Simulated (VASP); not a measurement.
# Pt (Fm-3m) in VASP: notebook

The runs below take Pt through single point, with BLYP.

All numbers are computed with VASP 6.6.1; they aren't measurements. Logs are shortened: lines on timing, memory, paths and dates and some standing lists are left out, and cuts for length are marked.

### 1 The cell of the first run

Symmetry: Fm-3m, No. 225, cubic system. The conventional cell has a = 4.051 Å, b = 4.051 Å, c = 4.051 Å, α = 90.00°, β = 90.00°, γ = 90.00°. Within 3.8 Å of Pt (site symmetry m-3m) lie 12 Pt at 2.86 Å.

### 2 Single point, BLYP, collinear spin

INCAR

```
SYSTEM = Pt
AGGAC = 1.0 ; AGGAX = 1.0
ALDAC = 0.0 ; ALDAX = 1.0
ALGO = Normal ; EDIFF = 1E-7
ENCUT = 520 ; GGA = B5
ISIF = 2 ; ISMEAR = -1
ISPIN = 2 ; LASPH = .True.
LCHARG = .False. ; LMAXMIX = 4
LORBIT = 11 ; LREAL = .False.
LWAVE = .False. ; MAGMOM = 1
NBANDS = 15 ; NELM = 150
PREC = Accurate ; SIGMA = 0.05
```

KPOINTS

```
k-points
0
Gamma
  22 22 22
  0 0 0
```

POSCAR

```
Pt
1.0
    0.0000000000      2.0255415880      2.0255415880
    2.0255415880      0.0000000000      2.0255415880
    2.0255415880      2.0255415880      0.0000000000
Pt
1
Direct
    0.0000000000      0.0000000000      0.0000000000
```

Potentials or basis: VASP PAW PBE potentials, release 64 (Pt).

Started as:

```bash
cat potpaw_PBE.64/Pt/POTCAR > POTCAR
mpirun -np 1 vasp_std > vasp.out
```

OUTCAR:

```text
SYSTEM = Pt
   EDIFF = 1E-7
   ENCUT = 520
   GGA = B5
   ISIF = 2
   ISMEAR = -1
   ISPIN = 2
   LASPH = .True.
   LORBIT = 11
   LREAL = .False.
   NELM = 150
   PREC = Accurate

 ion  position               nearest neighbor table
   1  0.000  0.000  0.000-

  LATTYP: Found a face centered cubic cell.
 ALAT       =     4.0510831760

  Lattice vectors:

 A1 = (   0.0000000000,   2.0255415880,   2.0255415880)
 A2 = (   2.0255415880,   0.0000000000,   2.0255415880)
 A3 = (   2.0255415880,   2.0255415880,   0.0000000000)

Analysis of symmetry for initial positions (statically):
=====================================================================
 Subroutine PRICEL returns:
 Original cell was already a primitive cell.

 Routine SETGRP: Setting up the symmetry group for a
 face centered cubic supercell.

 Subroutine GETGRP returns: Found 48 space group operations
 (whereof 48 operations were pure point group operations)
 out of a pool of 48 trial point group operations.

The static configuration has the point symmetry O_h .

Analysis of symmetry for dynamics (positions and initial velocities):
=====================================================================
 Subroutine PRICEL returns:
 Original cell was already a primitive cell.

 Routine SETGRP: Setting up the symmetry group for a
 face centered cubic supercell.

 Subroutine GETGRP returns: Found 48 space group operations
 (whereof 48 operations were pure point group operations)
 out of a pool of 48 trial point group operations.

The dynamic configuration has the point symmetry O_h .

Analysis of structural, dynamic, and magnetic symmetry:
=====================================================================
 Subroutine PRICEL returns:
 Original cell was already a primitive cell.

 Routine SETGRP: Setting up the symmetry group for a
 face centered cubic supercell.

 Subroutine GETGRP returns: Found 48 space group operations
 (whereof 48 operations were pure point group operations)
 out of a pool of 48 trial point group operations.

The overall configuration has the point symmetry O_h .

 Subroutine INISYM returns: Found 48 space group operations
 (whereof 48 operations are pure point group operations),
 and found     1 'primitive' translations

----------------------------------------------------------------------------------------

                                     Primitive cell

  volume of cell :      16.6209

  direct lattice vectors                    reciprocal lattice vectors
     0.000000000  2.025541588  2.025541588    -0.246847561  0.246847561  0.246847561
     2.025541588  0.000000000  2.025541588     0.246847561 -0.246847561  0.246847561
     2.025541588  2.025541588  0.000000000     0.246847561  0.246847561 -0.246847561
[... 119 lines left out ...]

 number of electron      10.0000000 magnetization       1.0000000

 number of electron       9.9999999 magnetization       0.0001050

 Free energy of the ion-electron system (eV)
  ---------------------------------------------------
  ext. energy  EPLUGINS =         0.00000000
  ---------------------------------------------------
  free energy    TOTEN  =        -5.00890164 eV

  energy without entropy =       -4.99158810  energy(sigma->0) =       -5.00024487

 E-fermi :  10.0533     XC(G=0): -12.2338

 val. band max:       10.0515674084   @ k =   0.5000   0.1818   0.0455
 cond. band min:      10.0592062490   @ k =  -0.3636   0.3636   0.1364
 fundamental gap:      0.0076388406
 Fermi energy:        10.0533042500

 spin component 1

 k-point     1 :       0.0000    0.0000    0.0000
  band No.  band energies     occupation
      1       1.0387      1.00000
      2       6.8155      1.00000
      3       6.8155      1.00000
      4       6.8155      1.00000
      5       8.6470      1.00000
      6       8.6470      1.00000
      7      25.2262      0.00000
      8      29.4871      0.00000
      9      29.4871      0.00000
     10      29.4871      0.00000
     11      34.9505      0.00000
     12      40.4254      0.00000
     13      40.4254      0.00000
     14      40.4254      0.00000
[... 403 lines left out ...]
      4       9.3313      1.00000
      5       9.9984      0.74993
      6      10.8567      0.00000
      7      15.4655      0.00000
      8      24.9257      0.00000
      9      28.0884      0.00000
     10      28.5253      0.00000
     11      36.8778      0.00000
     12      37.1356      0.00000
     13      38.4201      0.00000
     14      42.4000      0.00000
     15      42.5846      0.00000

 [... further k-points ...]

 spin component 2

 k-point     1 :       0.0000    0.0000    0.0000
  band No.  band energies     occupation
      1       1.0387      1.00000
      2       6.8156      1.00000
      3       6.8156      1.00000
      4       6.8156      1.00000
      5       8.6470      1.00000
      6       8.6471      1.00000
      7      25.2262      0.00000
      8      29.4871      0.00000
      9      29.4871      0.00000
     10      29.4871      0.00000
     11      34.9505      0.00000
     12      40.4254      0.00000
     13      40.4254      0.00000
     14      40.4254      0.00000
[... 403 lines left out ...]
      4       9.3313      1.00000
      5       9.9985      0.74967
      6      10.8567      0.00000
      7      15.4656      0.00000
      8      24.9257      0.00000
      9      28.0884      0.00000
     10      28.5253      0.00000
     11      36.8779      0.00000
     12      37.1356      0.00000
     13      38.4201      0.00000
     14      42.4000      0.00000
     15      42.5847      0.00000

 [... further k-points ...]
[... 5 lines left out ...]
  --------------------------------------------------------------------------------------
  -------------------------------------------------------------------------------------
  Total        0.1066717      0.1066717      0.1066717      0.0000000      0.0000000      0.0000000
  in kB       10.2826750     10.2826750     10.2826750      0.0000000      0.0000000      0.0000000
  external PRESSURE =      10.2826750 kB  Pullay stress =       0.0000000 kB

 VOLUME and BASIS-vectors are now :
 -----------------------------------------------------------------------------
  energy-cutoff  :      520.00
  volume of cell :       16.62
      direct lattice vectors                 reciprocal lattice vectors
     0.000000000  2.025541588  2.025541588    -0.246847561  0.246847561  0.246847561
     2.025541588  0.000000000  2.025541588     0.246847561 -0.246847561  0.246847561
     2.025541588  2.025541588  0.000000000     0.246847561  0.246847561 -0.246847561

 POSITION                                       TOTAL-FORCE (eV/Angst)
 -----------------------------------------------------------------------------------
      0.00000      0.00000      0.00000         0.000000      0.000000      0.000000
 -----------------------------------------------------------------------------------
    total drift:                               -0.000000      0.000000      0.000000

  FREE ENERGIE OF THE ION-ELECTRON SYSTEM (eV)
  ---------------------------------------------------
  free  energy   TOTEN  =        -5.0089016408 eV

  energy  without entropy=       -4.9915881038  energy(sigma->0) =       -5.00024487

 total charge

# of ion       s       p       d       tot
------------------------------------------
    1        0.598   0.478   8.045   9.122

 magnetization (x)

# of ion       s       p       d       tot
------------------------------------------
    1        0.000  -0.000   0.000   0.000
```

Wall time 2.4 min (1 thread of AMD EPYC 9R45 (Zen 5), shared host); peak memory 0.21 GiB.

Results:

| Quantity | Value |
| --- | --- |
| Free energy | -5.0089 eV |
| Pressure | 1.0 GPa |
| Band gap on the k mesh | zero (filled and empty bands overlap) |
| Net moment | 0.00 μB per cell |
| Valence electrons inside the program's atomic spheres | Pt 9.12 |

Caveat: the PAW data sets were made with another functional, which shifts forces and pressure a little; spin-orbit coupling is left out, which moves the levels of the heavy elements.

### 3 Single point, BLYP, collinear spin (16.62 Å³/atom)

INCAR

```
  PREC = Accurate
  ENCUT = 520
  EDIFF = 1E-6
  ISMEAR = -1
  SIGMA = 0.05
  LREAL = F
  LASPH = T
  NELM = 150
  ALGO = Normal
  ISIF = 2
  LWAVE = F
  LCHARG = F
  ISPIN = 2
  MAGMOM = 1
  LORBIT = 11
  LMAXMIX = 4
  GGA = B5
  ALDAX = 1.0
  AGGAX = 1.0
  AGGAC = 1.0
  ALDAC = 0.0
  NBANDS = 15
```

KPOINTS

```
regular mesh
0
Gamma
  22 22 22
```

POSCAR is that of step 2.

Potentials or basis: VASP PAW PBE potentials, release 64 (Pt).

Started as:

```bash
cat potpaw_PBE.64/Pt/POTCAR > POTCAR
mpirun -np 1 vasp_std > vasp.out
```

Run time: 2 min. Hardware: 1 thread of AMD EPYC 9R45 (Zen 5), shared host; peak memory 0.21 GiB.

The run converged. Its results:

- Free energy: -5.0089 eV
- Pressure: 1.0 GPa
- Band gap on the k mesh: zero (filled and empty bands overlap)
- Net moment: 0.00 μB per cell
- Valence electrons inside the program's atomic spheres: Pt 9.12

Levels at points of the mesh, in eV from the Fermi level:
Spin up:
```
           k point  band 1  band 2  band 3  band 4  band 5  band 6  band 7  band 8  band 9  band 10
(0.00, 0.00, 0.00)   -9.01   -3.24   -3.24   -3.24   -1.41   -1.41   15.17   19.43   19.43    19.43
(0.50, 0.00, 0.00)   -6.31   -3.28   -3.28    0.03    0.03    0.19    5.16   14.74   18.34    18.34
(0.50, 0.50, 0.00)   -6.01   -5.64   -0.01    0.41    0.41    2.20    7.88   11.21   11.21    19.42
```
Spin down:
```
           k point  band 2  band 3  band 4  band 5  band 6  band 7  band 8  band 9
(0.00, 0.00, 0.00)   -3.24   -3.24   -3.24   -1.41   -1.41   15.17   19.43   19.43
(0.50, 0.00, 0.00)   -3.28   -3.28    0.03    0.03    0.19    5.16   14.74   18.35
(0.50, 0.50, 0.00)   -5.64   -0.01    0.41    0.41    2.20    7.88   11.21   11.21
```

Caveat: the PAW data sets were made with another functional, which shifts forces and pressure a little; spin-orbit coupling is left out, which moves the levels of the heavy elements.

### 4 Single point, BLYP, non-collinear spin, typed start, spin-orbit coupling

INCAR

```
SYSTEM = Pt
PREC     = Accurate       ! precision mode
ENCUT    = 520            ! plane-wave cutoff, eV
EDIFF    = 1E-6           ! SCF threshold, eV
ISMEAR   = -1             ! smearing method
SIGMA    = 0.05           ! smearing width, eV
LREAL    = .False.        ! projectors in reciprocal space
LASPH    = .True.         ! aspherical terms in the spheres
NELM     = 150            ! most SCF steps
ALGO     = Normal         ! electronic algorithm
ISIF     = 2              ! what is computed and relaxed
LWAVE    = .False.        ! write WAVECAR
LCHARG   = .True.         ! write CHGCAR
MAGMOM   = 0 0 1          ! initial moments
LORBIT   = 11             ! projections on sites
LSORBIT  = .True.         ! spin-orbit coupling
GGA_COMPAT= .False.      
LORBMOM  = .True.       
LMAXMIX  = 4              ! l up to which the mixer works
GGA      = B5             ! functional
ALDAX    = 1.0          
AGGAX    = 1.0          
AGGAC    = 1.0          
ALDAC    = 0.0          
LVHAR    = .True.       
NBANDS   = 21             ! bands
```

KPOINTS

```
Automatic mesh
0
Gamma
  13 13 13
  0 0 0
```

POSCAR is that of step 3.

Potentials or basis: VASP PAW PBE potentials, release 64 (Pt).

Started as:

```bash
cat potpaw_PBE.64/Pt/POTCAR > POTCAR
mpirun -np 1 vasp_ncl > vasp.out
```

OUTCAR:

```text
SYSTEM = Pt
   PREC = Accurate
   ENCUT = 520
   EDIFF = 1E-6
   ISMEAR = -1
   LREAL = .False.
   LASPH = .True.
   NELM = 150
   ISIF = 2
   LORBIT = 11
   LSORBIT = .True.
   GGA = B5

 ion  position               nearest neighbor table
   1  0.000  0.000  0.000-

  LATTYP: Found a face centered cubic cell.
 ALAT       =     4.0510831760

  Lattice vectors:

 A1 = (   0.0000000000,   2.0255415880,   2.0255415880)
 A2 = (   2.0255415880,   0.0000000000,   2.0255415880)
 A3 = (   2.0255415880,   2.0255415880,   0.0000000000)

Analysis of symmetry for initial positions (statically):
=====================================================================
 Subroutine PRICEL returns:
 Original cell was already a primitive cell.

 Routine SETGRP: Setting up the symmetry group for a
 face centered cubic supercell.

 Subroutine GETGRP returns: Found 48 space group operations
 (whereof 48 operations were pure point group operations)
 out of a pool of 48 trial point group operations.

The static configuration has the point symmetry O_h .

Analysis of symmetry for dynamics (positions and initial velocities):
=====================================================================
 Subroutine PRICEL returns:
 Original cell was already a primitive cell.

 Routine SETGRP: Setting up the symmetry group for a
 face centered cubic supercell.

 Subroutine GETGRP returns: Found 48 space group operations
 (whereof 48 operations were pure point group operations)
 out of a pool of 48 trial point group operations.

The dynamic configuration has the point symmetry O_h .

Analysis of structural, dynamic, and magnetic symmetry:
=====================================================================
 Subroutine PRICEL returns:
 Original cell was already a primitive cell.
[... 747 lines left out ...]
  -------------------------------------------------------------------------------------
  Total        0.2032551      0.2032551      0.2032936      0.0000000      0.0000000      0.0000000
  in kB       19.5928897     19.5928897     19.5966041      0.0000013      0.0000000      0.0000000
  external PRESSURE =      19.5941279 kB  Pullay stress =       0.0000000 kB

 VOLUME and BASIS-vectors are now :
 -----------------------------------------------------------------------------
  energy-cutoff  :      520.00
  volume of cell :       16.62
      direct lattice vectors                 reciprocal lattice vectors
     0.000000000  2.025541588  2.025541588    -0.246847561  0.246847561  0.246847561
     2.025541588  0.000000000  2.025541588     0.246847561 -0.246847561  0.246847561
     2.025541588  2.025541588  0.000000000     0.246847561  0.246847561 -0.246847561

 POSITION                                       TOTAL-FORCE (eV/Angst)
 -----------------------------------------------------------------------------------
      0.00000      0.00000      0.00000         0.000000      0.000000      0.000000
 -----------------------------------------------------------------------------------
    total drift:                               -0.000000      0.000000      0.000000

  FREE ENERGIE OF THE ION-ELECTRON SYSTEM (eV)
  ---------------------------------------------------
  free  energy   TOTEN  =        -5.3953240225 eV

  energy  without entropy=       -5.3795074646  energy(sigma->0) =       -5.38741574

 orbital moment (x)

 # of ion     p       d       tot
 ----------------------------------------
  1         0.000   0.000   0.000
 ----------------------------------------
            0.000   0.000   0.000

 orbital moment (y)

 # of ion     p       d       tot
 ----------------------------------------
  1         0.000   0.000   0.000
 ----------------------------------------
            0.000   0.000   0.000

 orbital moment (z)

 # of ion     p       d       tot
 ----------------------------------------
  1         0.000   0.002   0.002
 ----------------------------------------
            0.000   0.002   0.002

 Spin-Orbit-Coupling matrix elements

 Ion:    1  E_soc:     -0.7827211
 l=   1
     0.0000000    -0.0285095    -0.0285096
    -0.0285095     0.0000000    -0.0285095
    -0.0285096    -0.0285095     0.0000000
 l=   2
     0.0000000    -0.0185588     0.0000000    -0.0185588    -0.0833852
    -0.0185588     0.0000000    -0.0625390    -0.0185587    -0.0208463
     0.0000000    -0.0625390     0.0000000    -0.0625390     0.0000000
    -0.0185588    -0.0185587    -0.0625390     0.0000000    -0.0208463
    -0.0833852    -0.0208463     0.0000000    -0.0208463     0.0000000
 l=   3
     0.0000000     0.0000000     0.0000000     0.0000000     0.0000000     0.0000000     0.0000000
     0.0000000     0.0000000     0.0000000     0.0000000     0.0000000     0.0000000     0.0000000
     0.0000000     0.0000000     0.0000000     0.0000000     0.0000000     0.0000000     0.0000000
     0.0000000     0.0000000     0.0000000     0.0000000     0.0000000     0.0000000     0.0000000
     0.0000000     0.0000000     0.0000000     0.0000000     0.0000000     0.0000000     0.0000000
     0.0000000     0.0000000     0.0000000     0.0000000     0.0000000     0.0000000     0.0000000
     0.0000000     0.0000000     0.0000000     0.0000000     0.0000000     0.0000000     0.0000000

 total charge

# of ion       s       p       d       tot
------------------------------------------
    1        0.602   0.497   8.021   9.121

 magnetization (x)

# of ion       s       p       d       tot
------------------------------------------
    1        0.000   0.000   0.000   0.000

 magnetization (y)

# of ion       s       p       d       tot
------------------------------------------
    1        0.000   0.000   0.000   0.000

 magnetization (z)

# of ion       s       p       d       tot
------------------------------------------
    1       -0.000  -0.000   0.008   0.008
```

stdout:

```text
POSCAR found type information on POSCAR Pt
 POSCAR found :  1 types and       1 ions
 scaLAPACK will be used
 -----------------------------------------------------------------------------
|                                                                             |
|                                                                             |
|     You enforced a specific xc type in the INCAR file but a different       |
|     I HOPE YOU KNOW WHAT YOU ARE DOING!                                     |
|                                                                             |
 -----------------------------------------------------------------------------

 LDA part: xc-table for (Slater(with rela. corr.)+VWN5), standard interpolation
 POSCAR, INCAR and KPOINTS ok, starting setup
 FFT: planning ... GRIDC
 FFT: planning ... GRID_SOFT
 FFT: planning ... GRID
 WAVECAR not read
 entering main loop
```

It took 2.3 min on 1 thread of AMD EPYC 9R45 (Zen 5), shared host; peak memory 0.27 GiB.

What came out:

* Free energy: -5.3953 eV
* Pressure: 2.0 GPa
* Net moment: 0.01 μB per cell
* Valence electrons inside the program's atomic spheres: Pt 9.12

Moments on the atoms (μB; x, y, z):
```
Pt  0.00 0.00 0.01
```

Caveat: the PAW data sets were made with another functional, which shifts forces and pressure a little.
